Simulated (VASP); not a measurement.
# Si36H11O in VASP: single point with PBEsol

Aim: the single point of Si36H11O with PBEsol.

All numbers are computed with VASP 6.6.1; they aren't measurements. Logs are shortened: lines on timing, memory, paths and dates and some standing lists are left out, and cuts for length are marked.

**1. The cell of the first run**

The cell holds a slab with vacuum, 48 atoms: a = 11.519 Å, b = 11.519 Å, c = 18.419 Å, α = 90.00°, β = 90.00°, γ = 60.00°.

**2. Single point, PBEsol, collinear spin, ferromagnetic start**

INCAR reads:

```
SYSTEM = Si36H11O
PREC = Accurate
ENCUT = 520
EDIFF = 1E-7
ISMEAR = -1
SIGMA = 0.05
LREAL = Auto
LASPH = .True.
NELM = 150
ALGO = Normal
ISIF = 2
LWAVE = .False.
LCHARG = .True.
ISPIN = 2
MAGMOM = 0 0 0 0 0 0 0 0 0 0 0 0 0 0 0 0 0 0 0 0 0 0 0 0 0 0 0 0 0 0 0 0 0 0 0 0 0 0 0 0 0 0 0 0 0 0 0 1
LORBIT = 11
GGA = PS
LELF = .True.
LVHAR = .True.
NBANDS = 114
```

KPOINTS reads:

```
Automatic mesh
0
Gamma
  1 1 1
  0 0 0
```

POSCAR reads:

```
Si36H11O
1.0
   11.5187690000      0.0000000000      0.0000000000
    5.7593850000      9.9755470000      0.0000000000
    0.0000000000      0.0000000000     18.4187650000
H Si O
11 36 1
Direct
    0.1111112597      0.1111117014      0.0542924566
    0.4444454901      0.1111117014      0.0542924566
    0.7777797205      0.1111117014      0.0542924566
    0.1111108082      0.4444468058      0.0542924566
    0.4444450387      0.4444468058      0.0542924566
    0.7777792691      0.4444468058      0.0542924566
    0.1111103568      0.7777819101      0.0542924566
    0.4444445872      0.7777819101      0.0542924566
    0.7777788177      0.7777819101      0.0542924566
    1.0049057851      1.0322842447      0.3911391453
    1.0499288724      0.5704449089      0.4515829373
    0.1111112597      0.1111117014      0.1357311416
    0.4444454901      0.1111117014      0.1357311416
    0.7777797205      0.1111117014      0.1357311416
    0.1111108082      0.4444468058      0.1357311416
    0.4444450387      0.4444468058      0.1357311416
    0.7777792691      0.4444468058      0.1357311416
    0.1111103568      0.7777819101      0.1357311416
    0.4444445872      0.7777819101      0.1357311416
    0.7777788177      0.7777819101      0.1357311416
   -0.1084660109      0.2190155587      0.1741159084
    0.2226150818      0.2216119076      0.1723894083
    0.5541197938      0.2235867366      0.1808318853
   -0.1092699922      0.5590971603      0.1674759410
    0.2182652709      0.5592876260      0.1679754316
    0.5540403928      0.5573228215      0.1730246300
   -0.1129402814      0.8885728271      0.1608902660
    0.2250371548      0.8869087580      0.1772160077
    0.5542959075      0.8874200081      0.1778512294
   -0.1086229079      0.2225241383      0.3037174317
    0.2195713506      0.2257720805      0.2974900869
    0.5563293005      0.2125697969      0.3075721961
   -0.1085320144      0.5571524048      0.2918545299
    0.2123031029      0.5610719893      0.2934235819
    0.5551209517      0.5562902967      0.2980818747
   -0.1096066624      0.8878610867      0.2829940010
    0.2232004272      0.8840016492      0.3031473609
    0.5646131530      0.8884024104      0.3035599835
   -0.0088926073     -0.0069570120      0.3275626786
    0.3369561635     -0.0020349761      0.3140058522
    0.6887696424     -0.0102751258      0.3406471607
   -0.0021471180      0.3405627782      0.3270740465
    0.3307372112      0.3400214545      0.3164815882
    0.6633494531      0.3330443935      0.3204449375
   -0.0074992769      0.6763538882      0.3372213066
    0.3332745822      0.6611968246      0.3244571501
    0.6696436814      0.6638432960      0.3231432726
    0.9959167683      0.6658983212      0.4329009030
```

Potentials or basis: VASP PAW PBE potentials, release 64 (H, Si, O).

On the command line:

```
$ cat potpaw_PBE.64/H/POTCAR potpaw_PBE.64/Si/POTCAR potpaw_PBE.64/O/POTCAR > POTCAR
$ mpirun -np 1 vasp_gam > vasp.out
```

OUTCAR:

```text
SYSTEM = Si36H11O
   PREC = Accurate
   ENCUT = 520
   EDIFF = 1E-7
   ISMEAR = -1
   LREAL = Auto
   LASPH = .True.
   NELM = 150
   ISIF = 2
   ISPIN = 2
   LORBIT = 11
   GGA = PS

 ion  position               nearest neighbor table
   1  0.111  0.111  0.054-  12 1.50
   2  0.444  0.111  0.054-  13 1.50
   3  0.778  0.111  0.054-  14 1.50
   4  0.111  0.444  0.054-  15 1.50
   5  0.444  0.444  0.054-  16 1.50
   6  0.778  0.444  0.054-  17 1.50
   7  0.111  0.778  0.054-  18 1.50
   8  0.444  0.778  0.054-  19 1.50
   9  0.778  0.778  0.054-  20 1.50
  10  0.005  0.032  0.391-  39 1.29
  11  0.050  0.570  0.452-  48 1.02
  12  0.111  0.111  0.136-   1 1.50  21 2.30  22 2.32  28 2.36
  13  0.444  0.111  0.136-   2 1.50  22 2.31  29 2.36  23 2.37
  14  0.778  0.111  0.136-   3 1.50  27 2.27  21 2.32  23 2.38
  15  0.111  0.444  0.136-   4 1.50  24 2.28  25 2.29  22 2.32
  16  0.444  0.444  0.136-   5 1.50  26 2.32  25 2.33  23 2.35
  17  0.778  0.444  0.136-   6 1.50  26 2.34  24 2.34  21 2.36
[... 20 lines left out ...]
  38  0.565  0.888  0.304-  47 2.27  40 2.28  29 2.32  41 2.35
  39  0.991  0.993  0.328-  10 1.29  36 2.21  30 2.34  37 2.36
  40  0.337  0.998  0.314-  38 2.28  37 2.28  31 2.29
  41  0.689  0.990  0.341-  36 2.27  32 2.32  38 2.35
  42  0.998  0.341  0.327-  33 2.26  31 2.28  30 2.28
  43  0.331  0.340  0.316-  34 2.25  32 2.26  31 2.28
  44  0.663  0.333  0.320-  35 2.27  32 2.28  30 2.30
  45  0.993  0.676  0.337-  48 1.77  36 2.33  34 2.34  33 2.35
  46  0.333  0.661  0.324-  37 2.26  35 2.27  34 2.28
  47  0.670  0.664  0.323-  35 2.26  38 2.27  33 2.29
  48  0.996  0.666  0.433-  11 1.02  45 1.77

  LATTYP: Found a hexagonal cell.
 ALAT       =    11.5187696186
 C/A-ratio  =     1.5990219103

  Lattice vectors:

 A1 = (  -5.7593850000,  -9.9755470000,   0.0000000000)
 A2 = (  11.5187690000,   0.0000000000,   0.0000000000)
 A3 = (   0.0000000000,   0.0000000000,  18.4187650000)

Analysis of symmetry for initial positions (statically):
=====================================================================
 Subroutine PRICEL returns:
 Original cell was already a primitive cell.

 Routine SETGRP: Setting up the symmetry group for a
 hexagonal supercell.

 Subroutine GETGRP returns: Found  1 space group operations
 (whereof  1 operations were pure point group operations)
 out of a pool of 24 trial point group operations.

The static configuration has the point symmetry C_1 .

Analysis of symmetry for dynamics (positions and initial velocities):
=====================================================================
 Subroutine PRICEL returns:
 Original cell was already a primitive cell.

 Routine SETGRP: Setting up the symmetry group for a
 hexagonal supercell.

 Subroutine GETGRP returns: Found  1 space group operations
 (whereof  1 operations were pure point group operations)
 out of a pool of 24 trial point group operations.

The dynamic configuration has the point symmetry C_1 .

Analysis of structural, dynamic, and magnetic symmetry:
=====================================================================
 Subroutine PRICEL returns:
 Original cell was already a primitive cell.

 Routine SETGRP: Setting up the symmetry group for a
 hexagonal supercell.

 Subroutine GETGRP returns: Found  1 space group operations
 (whereof  1 operations were pure point group operations)
 out of a pool of 24 trial point group operations.

The overall configuration has the point symmetry C_1 .

 Subroutine INISYM returns: Found  1 space group operations
 (whereof  1 operations are pure point group operations),
 and found     1 'primitive' translations

----------------------------------------------------------------------------------------

                                     Primitive cell

  volume of cell :    2116.4270

  direct lattice vectors                    reciprocal lattice vectors
    11.518769000  0.000000000  0.000000000     0.086814832 -0.050122569  0.000000000
     5.759385000  9.975547000  0.000000000     0.000000000  0.100245129  0.000000000
     0.000000000  0.000000000 18.418765000     0.000000000  0.000000000  0.054292457

  length of vectors
[... 134 lines left out ...]
   total plane-waves  NPLWV = ******
   dimension x,y,z NGX =    90 NGY =   90 NGZ =  140
   dimension x,y,z NGXF=   180 NGYF=  180 NGZF=  280
   ions per type =              11  36   1
   NGX,Y,Z   is equivalent  to a cutoff of  12.99, 12.99, 12.64 a.u.
   NGXF,Y,Z  is equivalent  to a cutoff of  25.98, 25.98, 25.27 a.u.
 SYSTEM =  Si36H11O
   PREC   = accura    normal or accurate (medium, high low for compatibility)
   ISTART =      0    job   : 0-new  1-cont  2-samecut
   ICHARG =      2    charge: 1-file 2-atom 10-const
   ISPIN  =      2    spin polarized calculation?
   LNONCOLLINEAR =      F non collinear calculations
   LSORBIT =      F    spin-orbit coupling
   LASPH  =      T    aspherical Exc in radial PAW
   ENCUT  =  520.0 eV  38.22 Ry    6.18 a.u.  21.42 21.42 34.25*2*pi/ulx,y,z
   NELM   =    150;   NELMIN=  2; NELMDL= -5     # of ELM steps
   EDIFF  = 0.1E-06   stopping-criterion for ELM
   LREAL  =      T    real-space projection
   EDIFFG = 0.1E-05   stopping-criterion for IOM
   NSW    =      0    number of steps for IOM
   IBRION =     -1    ionic relax: 0-MD 1-quasi-New 2-CG
   NFREE  =      0    steps in history (QN), initial steepest desc. (CG)
   ISIF   =      2    stress and relaxation
   ISYM   =      2    0-nonsym 1-usesym 2-fastsym
   POTIM  = 0.5000    time-step for ionic-motion
   TEBEG  =    0.0;   TEEND  =   0.0 temperature during run
   PSTRESS=    0.0 pullay stress
   NELECT =     161.0000    total number of electrons
   NUPDOWN=      -1.0000    fix difference up-down
   EMIN   =  10.00;   EMAX   =-10.00  energy-range for DOS
   EFERMI =   0.00;   METHOD = LEGACY
   ISMEAR =    -1;   SIGMA  =   0.05  broadening in eV -4-tet -1-fermi 0-gaus
   EFERMI_NEDOS =   21; number of points for ismear=-14 and -15
   IALGO  =     38    algorithm
   IMIX   =      4    mixing-type and parameters
     AMIX     =   0.40;   BMIX     =  1.00
     AMIX_MAG =   1.60;   BMIX_MAG =  1.00
  volume/ion in A,a.u.               =      44.09       297.55
  Fermi-wavevector in a.u.,A,eV,Ry     =   0.693664  1.310834  6.546708  0.481169
  Thomas-Fermi vector in A             =   1.775940
   LORBIT       =     11    0 simple, 1 ext, 2 COOP (PROOUT), +10 PAW based schemes
   GGA     = PS    functional components
   LHFCALC =     F    Hartree Fock is set to
   AEXX    =    0.0000 exact exchange contribution
   IVDW    =     0    specifies the selected vdW correction
   LEPSILON=     F    determine dielectric tensor
   LRPA    =     F    only Hartree local field effects (RPA)
 spin polarized calculation
  energy-cutoff  :      520.00
  volume of cell :     2116.43
 maximum number of plane-waves:     28553
 NGX is ok and might be reduce to    90
   NGX = 43   NGY = 43   NGZ = 69

 number of electron     161.0000005 magnetization       3.0033317

 Free energy of the ion-electron system (eV)
  ---------------------------------------------------
  ext. energy  EPLUGINS =         0.00000000
  ---------------------------------------------------
  free energy    TOTEN  =      -232.12818918 eV

  energy without entropy =     -232.06712510  energy(sigma->0) =     -232.09765714

 E-fermi :  -0.8723     XC(G=0):  -4.1059

 val. band max:       -0.9908171749   @ k =   0.0000   0.0000   0.0000
 cond. band min:      -0.7596123767   @ k =   0.0000   0.0000   0.0000
 fundamental gap:      0.2312047982
 Fermi energy:        -0.8723236202

 spin component 1

 k-point     1 :       0.0000    0.0000    0.0000
  band No.  band energies     occupation
      1     -20.8915      1.00000
      2     -12.8876      1.00000
      3     -11.8191      1.00000
      4     -11.6874      1.00000
      5     -11.6792      1.00000
      6     -11.6415      1.00000
[... 84 lines left out ...]
     91       0.5579      0.00000
     92       0.8963      0.00000
 Fermi energy:        -0.8723236202

 spin component 2

 k-point     1 :       0.0000    0.0000    0.0000
  band No.  band energies     occupation
      1     -20.8868      1.00000
      2     -12.8084      1.00000
      3     -11.7681      1.00000
      4     -11.6126      1.00000
      5     -11.5548      1.00000
      6     -11.5311      1.00000
[... 84 lines left out ...]
     91       0.6408      0.00000
     92       0.9393      0.00000
 [bands above 92 left out]

------------------------ aborting loop because EDIFF is reached ----------------------------------------

  FORCE on cell =-STRESS in cart. coord.  units (eV):
  Direction    XX          YY          ZZ          XY          YZ          ZX
  --------------------------------------------------------------------------------------
  -------------------------------------------------------------------------------------
  Total       27.1660491     28.4071530     17.1864879      1.3415157      1.8432333      0.9022827
  in kB       20.5652393     21.5047797     13.0105131      1.0155540      1.3953642      0.6830460
  external PRESSURE =      18.3601774 kB  Pullay stress =       0.0000000 kB

 VOLUME and BASIS-vectors are now :
 -----------------------------------------------------------------------------
  energy-cutoff  :      520.00
  volume of cell :     2116.43
      direct lattice vectors                 reciprocal lattice vectors
    11.518769000  0.000000000  0.000000000     0.086814832 -0.050122569  0.000000000
     5.759385000  9.975547000  0.000000000     0.000000000  0.100245129  0.000000000
     0.000000000  0.000000000 18.418765000     0.000000000  0.000000000  0.054292457

 POSITION                                       TOTAL-FORCE (eV/Angst)
 -----------------------------------------------------------------------------------
      1.91980      1.10840      1.00000        -0.023023     -0.047578     -0.111967
      5.75940      1.10840      1.00000         0.077039     -0.016643     -0.098850
      9.59900      1.10840      1.00000        -0.080395      0.190711     -0.151644
      3.83960      4.43360      1.00000         0.003834     -0.076919     -0.184975
      7.67920      4.43360      1.00000         0.043129     -0.135982     -0.125259
     11.51880      4.43360      1.00000        -0.060842      0.013422     -0.172858
[... 40 lines left out ...]
     11.53680      6.62220      5.95190         0.121612      0.074314      0.322472
     15.30690      6.64270      7.97350         0.160974     -0.920783     -1.163586
 -----------------------------------------------------------------------------------
    total drift:                               -0.001480     -0.005319      0.005087

  FREE ENERGIE OF THE ION-ELECTRON SYSTEM (eV)
  ---------------------------------------------------
  free  energy   TOTEN  =      -232.1281891828 eV

  energy  without entropy=     -232.0671251046  energy(sigma->0) =     -232.09765714

 total charge

# of ion       s       p       d       tot
------------------------------------------
    1        0.545   0.014   0.000   0.559
    2        0.545   0.014   0.000   0.559
    3        0.547   0.014   0.000   0.560
    4        0.547   0.014   0.000   0.561
    5        0.546   0.014   0.000   0.559
    6        0.548   0.014   0.000   0.562
[... 40 lines left out ...]
   47        0.760   0.944   0.000   1.704
   48        1.556   3.505   0.000   5.061
--------------------------------------------------
tot         34.391  39.140   0.000  73.531

 magnetization (x)

# of ion       s       p       d       tot
------------------------------------------
    1       -0.001   0.000   0.000  -0.000
    2       -0.001   0.000   0.000  -0.001
    3        0.000   0.000   0.000   0.000
    4       -0.001   0.000   0.000  -0.001
    5       -0.001   0.000   0.000  -0.001
    6        0.001   0.000   0.000   0.001
[... 40 lines left out ...]
   47        0.019   0.184   0.000   0.203
   48        0.000   0.003   0.000   0.003
--------------------------------------------------
tot          0.169   0.731   0.000   0.900
```

Run time: 45 min. Hardware: 1 thread of AMD EPYC 7R43 (Zen 3), shared host; peak memory 2.7 GiB.

Results:

- Free energy: -232.1282 eV
- Largest force: 5.805 eV/Å
- Net moment: 3.00 μB per cell
- Site moments: H -0.00, +0.00 (each value once); Si +0.01, +0.03, +0.02, -0.01, +0.00, -0.00, +0.15, -0.09, +0.20, +0.16, -0.16 (each value once); O +0.00 μB
- Valence electrons inside the program's atomic spheres: H 0.56, 0.68, 0.66 (each value once); Si 1.73, 1.72, 1.74, 1.76, 1.75, 1.70, 1.68, 1.78, 1.71, 1.69, 1.77, 1.84, 1.63 (each value once); O 5.06

Forces in eV/Å, atoms in the order of the input:
```
H   -0.023 -0.048 -0.112
H    0.077 -0.017 -0.099
H   -0.080  0.191 -0.152
H    0.004 -0.077 -0.185
H    0.043 -0.136 -0.125
H   -0.061  0.013 -0.173
H    0.208  0.009 -0.176
H    0.050  0.052 -0.119
H   -0.176  0.047 -0.197
H    0.809  0.857  5.684
H   -0.125  1.539 -0.735
Si   0.112 -0.417 -0.047
Si   0.207 -0.165  0.236
Si  -0.259  0.560 -0.089
Si   0.167 -0.216 -0.598
Si  -0.150  0.028  0.119
Si   0.161 -0.178 -0.126
Si   0.337  0.485 -0.691
Si  -0.085  0.093 -0.037
Si  -0.747  0.310 -0.628
Si  -0.009  0.726  0.405
Si  -0.004  0.000 -0.134
Si  -0.175 -0.134 -0.443
Si  -0.482 -0.602  0.191
Si   0.252 -0.559  0.255
Si   0.046 -0.194 -0.221
Si   0.610 -0.125  0.069
Si  -0.040  0.190 -0.378
Si   0.183  0.327 -0.369
Si  -0.503 -0.031 -1.156
Si   0.050 -0.148  0.073
Si   0.415 -0.046 -0.118
Si   0.061  0.487  0.291
Si   0.179  0.240  0.131
Si  -0.132 -0.100  0.028
Si  -0.915 -0.485  0.997
Si  -0.273  0.397 -0.308
Si   0.322  0.295  0.288
Si   0.655 -0.443 -4.022
Si  -0.028  0.019  0.085
Si  -0.939  0.218  0.648
Si  -0.038 -0.476  0.440
Si  -0.147 -0.460  0.211
Si   0.346 -0.430  0.156
Si  -0.104 -0.875  1.632
Si  -0.082  0.122  0.337
Si   0.122  0.074  0.322
O    0.161 -0.921 -1.164
```

Levels at points of the mesh, in eV from the Fermi level:
Spin up:
```
           k point  band 80  band 81  band 82  band 83  band 84  band 85
(0.00, 0.00, 0.00)    -0.33    -0.25    -0.12     0.11     0.44     0.81
```
Spin down:
| k point | band 75 | band 76 | band 77 | band 78 | band 79 | band 80 | band 81 | band 82 | band 83 | band 84 |
| --- | --- | --- | --- | --- | --- | --- | --- | --- | --- | --- |
| (0.00, 0.00, 0.00) | -1.24 | -0.54 | -0.49 | -0.36 | -0.13 | 0.14 | 0.25 | 0.29 | 0.30 | 0.57 |

Caveat: the k points lie up to 0.63 Å⁻¹ apart; there is no dipole correction, which matters where the two faces differ; the PAW data sets were made with another functional, which shifts forces and pressure a little.
